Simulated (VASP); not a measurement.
# Ru6C in VASP: a series of runs, part 2 of 2

VASP 6.6.1. Earlier steps stand in the parts before.

### 4 Single point, LDA

Input file INCAR:

```
SYSTEM = Ru6C
PREC = Accurate
ENCUT = 520
EDIFF = 1E-7
ISMEAR = 0
SIGMA = 0.1
LREAL = .FALSE.
LASPH = .TRUE.
NELM = 100
ALGO = Fast
ISIF = 2
LWAVE = .FALSE.
LCHARG = .FALSE.
LDIPOL = .TRUE.
IDIPOL = 3
DIPOL = 0.5 0.5 0.346
GGA = CA
NBANDS = 53
```

Input file KPOINTS:

```
regular mesh
0
G
  10 6 1
  0 0 0
```

Input file POSCAR:

```
Ru6C
1.0
    2.6740588497      0.0000000000      0.0000000000
    0.0000000000      4.2267609849      0.0000000000
    0.0000000000      0.0000000000     20.7512332531
Ru C
6 1
Direct
    0.0000000000      0.7500000000      0.1927596279
    0.5000000000      0.2500000000      0.2299590699
    0.5000000000      0.7500000000      0.3043579540
    0.0000000000      0.2500000000      0.3397181852
    0.0000000000      0.7500000000      0.4149217975
    0.5000000000      0.2500000000      0.4458160698
    0.8333333333      0.5500000000      0.4927676955
```

Potentials or basis: VASP PAW LDA potentials, release 64 (Ru_pv, C).

Started as:

```bash
cat potpaw_LDA.64/Ru_pv/POTCAR potpaw_LDA.64/C/POTCAR > POTCAR
mpirun -np 1 vasp_std > vasp.out
```

OUTCAR:

```text
SYSTEM = Ru6C
   PREC = Accurate
   ENCUT = 520
   EDIFF = 1E-7
   ISMEAR = 0
   LREAL = .FALSE.
   LASPH = .TRUE.
   NELM = 100
   ISIF = 2
   GGA = CA

 ion  position               nearest neighbor table
   1  0.000  0.750  0.193-   2 2.62   2 2.62   2 2.62   2 2.62   3 2.67   3 2.67
   2  0.500  0.250  0.230-   1 2.62   1 2.62   1 2.62   1 2.62   3 2.62   3 2.62   4 2.64   4 2.64

   3  0.500  0.750  0.304-   4 2.61   4 2.61   4 2.61   4 2.61   2 2.62   2 2.62   5 2.66   5 2.66
                             1 2.67   1 2.67
   4  0.000  0.250  0.340-   6 2.58   6 2.58   3 2.61   3 2.61   3 2.61   3 2.61   5 2.63   5 2.63
                             2 2.64   2 2.64
   5  0.000  0.750  0.415-   7 1.88   6 2.58   6 2.58   6 2.58   6 2.58   4 2.63   4 2.63   3 2.66
                             3 2.66
   6  0.500  0.250  0.446-   7 1.83   7 2.39   4 2.58   4 2.58   5 2.58   5 2.58   5 2.58   5 2.58

   7  0.833  0.550  0.493-   6 1.83   5 1.88   6 2.39

  LATTYP: Found a simple orthorhombic cell.
 ALAT       =     2.6740588497
 B/A-ratio  =     1.5806536888
 C/A-ratio  =     7.7602006610

  Lattice vectors:

 A1 = (   2.6740588497,   0.0000000000,   0.0000000000)
 A2 = (   0.0000000000,   4.2267609849,   0.0000000000)
 A3 = (   0.0000000000,   0.0000000000,  20.7512332531)

Analysis of symmetry for initial positions (statically):
=====================================================================
 Subroutine PRICEL returns:
 Original cell was already a primitive cell.

 Routine SETGRP: Setting up the symmetry group for a
 simple orthorhombic supercell.

 Subroutine GETGRP returns: Found  1 space group operations
 (whereof  1 operations were pure point group operations)
 out of a pool of  8 trial point group operations.

The static configuration has the point symmetry C_1 .

Analysis of symmetry for dynamics (positions and initial velocities):
=====================================================================
 Subroutine PRICEL returns:
 Original cell was already a primitive cell.

 Routine SETGRP: Setting up the symmetry group for a
 simple orthorhombic supercell.

 Subroutine GETGRP returns: Found  1 space group operations
 (whereof  1 operations were pure point group operations)
 out of a pool of  8 trial point group operations.

The dynamic configuration has the point symmetry C_1 .

 Subroutine INISYM returns: Found  1 space group operations
 (whereof  1 operations are pure point group operations),
 and found     1 'primitive' translations

----------------------------------------------------------------------------------------

                                     Primitive cell

  volume of cell :     234.5430

  direct lattice vectors                    reciprocal lattice vectors
     2.674058850  0.000000000  0.000000000     0.373963348  0.000000000  0.000000000
     0.000000000  4.226760985  0.000000000     0.000000000  0.236587780  0.000000000
     0.000000000  0.000000000 20.751233253     0.000000000  0.000000000  0.048189907

  length of vectors
     2.674058850  4.226760985 20.751233253     0.373963348  0.236587780  0.048189907

  position of ions in fractional coordinates (direct lattice)
     0.000000000  0.750000000  0.192759628
     0.500000000  0.250000000  0.229959070
     0.500000000  0.750000000  0.304357954
[... 70 lines left out ...]
   total plane-waves  NPLWV = 102400
   dimension x,y,z NGX =    20 NGY =   32 NGZ =  160
   dimension x,y,z NGXF=    40 NGYF=   64 NGZF=  320
   ions per type =               6   1
   NGX,Y,Z   is equivalent  to a cutoff of  12.43, 12.59, 12.82 a.u.
   NGXF,Y,Z  is equivalent  to a cutoff of  24.87, 25.17, 25.64 a.u.
 SYSTEM =  Ru6C
   PREC   = accura    normal or accurate (medium, high low for compatibility)
   ISTART =      0    job   : 0-new  1-cont  2-samecut
   ICHARG =      2    charge: 1-file 2-atom 10-const
   ISPIN  =      1    spin polarized calculation?
   LNONCOLLINEAR =      F non collinear calculations
   LSORBIT =      F    spin-orbit coupling
   LASPH  =      T    aspherical Exc in radial PAW
   ENCUT  =  520.0 eV  38.22 Ry    6.18 a.u.   4.97  7.86 38.58*2*pi/ulx,y,z
   NELM   =    100;   NELMIN=  2; NELMDL= -5     # of ELM steps
   EDIFF  = 0.1E-06   stopping-criterion for ELM
   LREAL  =      F    real-space projection
   EDIFFG = 0.1E-05   stopping-criterion for IOM
   NSW    =      0    number of steps for IOM
   IBRION =     -1    ionic relax: 0-MD 1-quasi-New 2-CG
   NFREE  =      0    steps in history (QN), initial steepest desc. (CG)
   ISIF   =      2    stress and relaxation
   ISYM   =      2    0-nonsym 1-usesym 2-fastsym
   POTIM  = 0.5000    time-step for ionic-motion
   TEBEG  =    0.0;   TEEND  =   0.0 temperature during run
   PSTRESS=    0.0 pullay stress
   NELECT =      88.0000    total number of electrons
   NUPDOWN=      -1.0000    fix difference up-down
   EMIN   =  10.00;   EMAX   =-10.00  energy-range for DOS
   EFERMI =   0.00;   METHOD = LEGACY
   ISMEAR =     0;   SIGMA  =   0.10  broadening in eV -4-tet -1-fermi 0-gaus
   EFERMI_NEDOS =   21; number of points for ismear=-14 and -15
   IALGO  =     68    algorithm
   IMIX   =      4    mixing-type and parameters
     AMIX     =   0.40;   BMIX     =  1.00
     AMIX_MAG =   1.60;   BMIX_MAG =  1.00
  volume/ion in A,a.u.               =      33.51       226.11
  Fermi-wavevector in a.u.,A,eV,Ry     =   1.180760  2.231312 18.969155  1.394194
  Thomas-Fermi vector in A             =   2.317046
   LORBIT       =      0    0 simple, 1 ext, 2 COOP (PROOUT), +10 PAW based schemes
   GGA     = CA    functional components
   LHFCALC =     F    Hartree Fock is set to
   AEXX    =    0.0000 exact exchange contribution
   IVDW    =     0    specifies the selected vdW correction
   LEPSILON=     F    determine dielectric tensor
   LRPA    =     F    only Hartree local field effects (RPA)
 non-spin polarized calculation
 RMM-DIIS sequential band-by-band and
 Gauss-broadening in eV      SIGMA  =   0.10
  energy-cutoff  :      520.00
  volume of cell :      234.54
 maximum number of plane-waves:      6366
 NGX is ok and might be reduce to    20
   NGX =  9   NGY = 15   NGZ = 77

 dipolmoment           0.000000      0.000000     -0.223404 electrons x Angstroem

 number of electron      88.0000001 magnetization

 dipolmoment           0.000000      0.000000      0.065875 electrons x Angstroem

 Free energy of the ion-electron system (eV)
  ---------------------------------------------------
  ext. energy  EPLUGINS =         0.00000000
  ---------------------------------------------------
  free energy    TOTEN  =       -67.66753092 eV

  energy without entropy =      -67.62720979  energy(sigma->0) =      -67.64737035

 E-fermi :   1.1742     XC(G=0):  -6.2019

 val. band max:        1.1732457585   @ k =   0.4000   0.3333   0.0000
 cond. band min:       1.1796974912   @ k =   0.4000  -0.3333   0.0000
 fundamental gap:      0.0064517327
 Fermi energy:         1.1741722590

 k-point     1 :       0.0000    0.0000    0.0000
  band No.  band energies     occupation
      1     -42.6041      2.00000
      2     -42.3548      2.00000
      3     -42.2000      2.00000
      4     -42.0666      2.00000
      5     -41.9481      2.00000
      6     -41.7865      2.00000
[... 1333 lines left out ...]
     52       3.6025      0.00000
     53       4.4006      0.00000

 [... further k-points ...]

------------------------ aborting loop because EDIFF is reached ----------------------------------------

 vacuum level on the upper side and lower side of the slab       (xc-potential included)         0.434        -0.589

  FORCE on cell =-STRESS in cart. coord.  units (eV):
  Direction    XX          YY          ZZ          XY          YZ          ZX
  --------------------------------------------------------------------------------------
  -------------------------------------------------------------------------------------
  Total       -0.0918461      2.0493341      2.4198996      1.5098786     -0.8309023      0.8095060
  in kB       -0.6274064     13.9991218     16.5304764     10.3140697     -5.6759426      5.5297828
  external PRESSURE =       9.9673973 kB  Pullay stress =       0.0000000 kB

 VOLUME and BASIS-vectors are now :
 -----------------------------------------------------------------------------
  energy-cutoff  :      520.00
  volume of cell :      234.54
      direct lattice vectors                 reciprocal lattice vectors
     2.674058850  0.000000000  0.000000000     0.373963348  0.000000000  0.000000000
     0.000000000  4.226760985  0.000000000     0.000000000  0.236587780  0.000000000
     0.000000000  0.000000000 20.751233253     0.000000000  0.000000000  0.048189907

 POSITION                                       TOTAL-FORCE (eV/Angst)
 -----------------------------------------------------------------------------------
      0.00000      3.17007      4.00000        -0.057229      0.000595      0.940156
      1.33703      1.05669      4.77193         0.021808      0.001812     -0.606021
      1.33703      3.17007      6.31580         0.129984     -0.087064     -0.655766
      0.00000      1.05669      7.04957         0.068718      0.089563     -1.024070
      0.00000      3.17007      8.61014        -0.434509      0.871048     -0.597470
      1.33703      1.05669      9.25123        -0.612369     -0.548061      1.781404
      2.22838      2.32472     10.22554         0.883598     -0.327894      0.161767
 -----------------------------------------------------------------------------------
    total drift:                                0.000019      0.000038     -0.002215

  FREE ENERGIE OF THE ION-ELECTRON SYSTEM (eV)
  ---------------------------------------------------
  free  energy   TOTEN  =       -67.6675309196 eV

  energy  without entropy=      -67.6272097903  energy(sigma->0) =      -67.64737035

 vacuum level on the upper side and lower side of the slab         7.277         6.206
```

Run time: 26 min. Hardware: 1 thread of Oxide Virtual Turin-like, shared host; peak memory 0.38 GiB.

What came out:

| Quantity | Value |
| --- | --- |
| Free energy | -67.6675 eV |
| Largest force | 1.962 eV/Å |
| Band gap on the k mesh | zero (bands 44 and 45 overlap by 1.36 eV) |

Forces on the atoms (eV/Å):
```
Ru  -0.057  0.001  0.940
Ru   0.022  0.002 -0.606
Ru   0.130 -0.087 -0.656
Ru   0.069  0.090 -1.024
Ru  -0.435  0.871 -0.597
Ru  -0.612 -0.548  1.781
C    0.884 -0.328  0.162
```

### 5 Overview

| cell | further INCAR settings | gap on the mesh (eV) | largest force (eV/Å) |
| --- | --- | --- | --- |
| as given, atomic positions A | ALGO = Fast; EDIFF = 1e-06; NBANDS = 53 | none | 2.00 |
| as given, atomic positions B | ALGO = Fast; EDIFF = 1e-07; NBANDS = 53 | none | 1.95 |
| as given, atomic positions C | ALGO = Fast; EDIFF = 1e-07; NBANDS = 53 | none | 1.96 |

Alike in all rows: task single point; level LDA; potentials or basis VASP PAW LDA potentials, release 64 (Ru_pv, C); no spin polarisation; k mesh 10 × 6 × 1; cutoff (eV) 520; smearing gaussian 0.1 eV.

Absolute energies hang on the potentials; compare differences alone.

The gap in the log of VASP goes by the Fermi energy; the results here count the filled bands.